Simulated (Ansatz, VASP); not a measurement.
# Al3GaIr: VASP beside Ansatz

INCAR

```
  PREC = Accurate
  ENCUT = 600
  EDIFF = 1E-6
  ISMEAR = 0
  SIGMA = 0.1
  LREAL = False
  LASPH = True
  NELM = 100
  ALGO = Normal
  ISIF = 3
  LWAVE = False
  LCHARG = False
  GGA = PE
  IBRION = 2
  NSW = 90
  EDIFFG = -0.04
```

Contents of KPOINTS:

```
regular mesh
0
Gamma
  4 4 4
```

File POSCAR:

```
Al3GaIr
1.0
    4.1129771200      0.0000000000      0.0000000000
    0.0000000000      4.1129771200      0.0000000000
    0.0000000000      0.0000000000      4.1129771200
Al Ga Ir
3 1 1
Direct
    0.5000000000      0.0000000000      0.5000000000
    0.0000000000      0.5000000000      0.5000000000
    0.5000000000      0.5000000000      0.0000000000
    0.0000000000      0.0000000000      0.0000000000
    0.5000000000      0.5000000000      0.5000000000
```

Input for Ansatz:

```yaml
crystal:
  lattice:
    - [4.11297712, 0.0, 0.0]
    - [0.0, 4.11297712, 0.0]
    - [0.0, 0.0, 4.11297712]
  atoms:
    - { symbol: Al, position: [0.5, 0.0, 0.5] }
    - { symbol: Al, position: [0.0, 0.5, 0.5] }
    - { symbol: Al, position: [0.5, 0.5, 0.0] }
    - { symbol: Ga, position: [0.0, 0.0, 0.0] }
    - { symbol: Ir, position: [0.5, 0.5, 0.5] }
basis:
  ecutwfc: 420
kpoints:
  mp_grid: { grid: [4, 4, 4] }
hamiltonian:
  xc: pbe
scf:
  occupations: { method: gaussian, width: 0.1 }
  lower_state_search: "off"
output:
  forces: true
  stress: true
  eigenvalues: true
relax:
  adjacent_minimum: "off"
  f_tol: 0.04
  max_steps: 70
  cell: { stress_tol: 0.4 }
```

Change from the starting cell: species swapped into the ZnFe3C type (Pm-3m, No. 221).

Alike in both runs: task relaxation of cell and atoms; functional PBE; k mesh 4 × 4 × 4; occupations gaussian, width 0.1 eV; no spin polarisation.

|  | VASP | Ansatz |
| --- | --- | --- |
| version | VASP 6.6.1 | Ansatz 0.2.0 |
| potentials or method | VASP PAW PBE potentials, release 64 (Al, Ga_d, Ir), cutoff 600 eV | scalar-relativistic, plane waves, PAW |
| valence electrons in the cell | 31 | 39 |

|  | VASP | Ansatz | Ansatz less VASP |
| --- | --- | --- | --- |
| gap on the k mesh at the Fermi level, each at its own relaxed structure (eV) | none | none | - |
| relaxed volume (Å³/atom) | 21.64 | 21.66 | +0.017 |
| relaxed length of the cell vector where the two differ most in proportion (Å) | 4.765 | 4.767 | +0.0013 |

A gap of «none» marks a metal or a gap that the smearing closes. VASP's potentials hold 31 valence electrons a cell and Ansatz's 39, so a difference there can come from the potentials and not from the codes.

The k mesh is coarse, so the values compare programs but aren't converged. Neither program's run includes spin-orbit coupling. Noted on VASP's run: the volume moved by over 15 % at a fixed basis, so the end points are rough.
